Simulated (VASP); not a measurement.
A run of VASP 6.6.1:

File POSCAR:

```
Be
1.0
    2.2544682872      0.0000000000      0.0000000000
   -1.1272341436      1.9524268087      0.0000000000
    0.0000000000      0.0000000000      7.1798846917
Be
4
Direct
    1.0000000000      1.0000000000      1.0000000000
    0.0000000000      1.0000000000      0.5000000000
    0.3333333333      0.6666666667      0.2500000000
    0.6666666667      0.3333333333      0.7500000000
```

The input INCAR.step1:

```
SYSTEM = Be
PREC = Accurate
ENCUT = 520
ISMEAR = -1
SIGMA = 0.1
LREAL = .FALSE.
LASPH = .TRUE.
NELM = 80
NBANDS = 12
GGA = PE
ALGO = Normal
EDIFF = 1E-4
LWAVE = .TRUE.
LCHARG = .FALSE.
```

Contents of INCAR.step2:

```
SYSTEM = Be
PREC = Accurate
ENCUT = 520
EDIFF = 1E-6
ISMEAR = -1
SIGMA = 0.1
LREAL = .FALSE.
LASPH = .TRUE.
NELM = 80
ALGO = Normal
ISIF = 2
LWAVE = .FALSE.
LCHARG = .FALSE.
METAGGA = R2SCAN
LMIXTAU = .TRUE.
NBANDS = 12
ISTART = 1
```

File KPOINTS:

```
Automatic mesh
0
G
  21 21 6
  0 0 0
```

Potentials or basis: VASP PAW PBE potentials, release 64 (Be).

Launch:

```sh
$ cat potpaw_PBE.64/Be/POTCAR > POTCAR
$ cp INCAR.step1 INCAR
$ mpirun -np 1 vasp_std > vasp.out
$ cp INCAR.step2 INCAR
$ mpirun -np 1 vasp_std > vasp.out
```

Hardware: 1 thread of Intel(R) Xeon(R) Platinum 8559C (Emerald Rapids), with other jobs on the host.

Q: How long does it take, and how much memory?

A: Run time: 2.4 min on 1 thread of Intel(R) Xeon(R) Platinum 8559C (Emerald Rapids), on a shared host, peak memory 0.18 GiB. Counts: k points 192.
